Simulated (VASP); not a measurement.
Input of a VASP 6.6.1 run:

Contents of POSCAR:

```
ZnSe
1.0
    0.0000000000      2.8340000000      2.8340000000
    2.8340000000      0.0000000000      2.8340000000
    2.8340000000      2.8340000000      0.0000000000
Zn Se
1 1
Direct
    0.0000000000      0.0000000000      0.0000000000
    0.2500000000      0.2500000000      0.2500000000
```

INCAR.step1

```
SYSTEM = ZnSe
PREC     = Accurate       ! precision mode
ENCUT    = 550            ! plane-wave cutoff, eV
ISMEAR   = 0              ! smearing method
SIGMA    = 0.1            ! smearing width, eV
LREAL    = .False.        ! projectors in reciprocal space
LASPH    = .True.         ! aspherical terms in the spheres
NELM     = 120            ! most SCF steps
NBANDS   = 16             ! bands
GGA      = PE             ! functional
ALGO     = Normal         ! electronic algorithm
EDIFF    = 1E-5           ! SCF threshold, eV
LWAVE    = .True.         ! write WAVECAR
LCHARG   = .False.        ! write CHGCAR
GGA_COMPAT= .False.
```

INCAR.step2

```
SYSTEM = ZnSe
PREC     = Accurate       ! precision mode
ENCUT    = 550            ! plane-wave cutoff, eV
EDIFF    = 1E-6           ! SCF threshold, eV
ISMEAR   = 0              ! smearing method
SIGMA    = 0.1            ! smearing width, eV
LREAL    = .False.        ! projectors in reciprocal space
LASPH    = .True.         ! aspherical terms in the spheres
NELM     = 120            ! most SCF steps
ALGO     = Normal         ! electronic algorithm
ISIF     = 2              ! what is computed and relaxed
LWAVE    = .False.        ! write WAVECAR
LCHARG   = .False.        ! write CHGCAR
METAGGA  = R2SCAN         ! meta-GGA
LMIXTAU  = .True.       
NBANDS   = 16             ! bands
ISTART   = 1            
GGA_COMPAT= .False.
```

File KPOINTS:

```
Automatic mesh
0
Gamma
  6 6 6
  0 0 0
```

Potentials or basis: VASP PAW PBE potentials, release 64 (Zn, Se).

Command:

```console
$ cat potpaw_PBE.64/Zn/POTCAR potpaw_PBE.64/Se/POTCAR > POTCAR
$ cp INCAR.step1 INCAR
$ mpirun -np 1 vasp_std > vasp.out
$ cp INCAR.step2 INCAR
$ mpirun -np 1 vasp_std > vasp.out
```

(1) What does it give for the band gap on the k mesh?

(2) Estimate the pressure.

Results:

(1) 1.87 eV, direct.

(2) 0.0 GPa.

Caveat: the PAW data sets were made with another functional, which shifts forces and pressure a little.
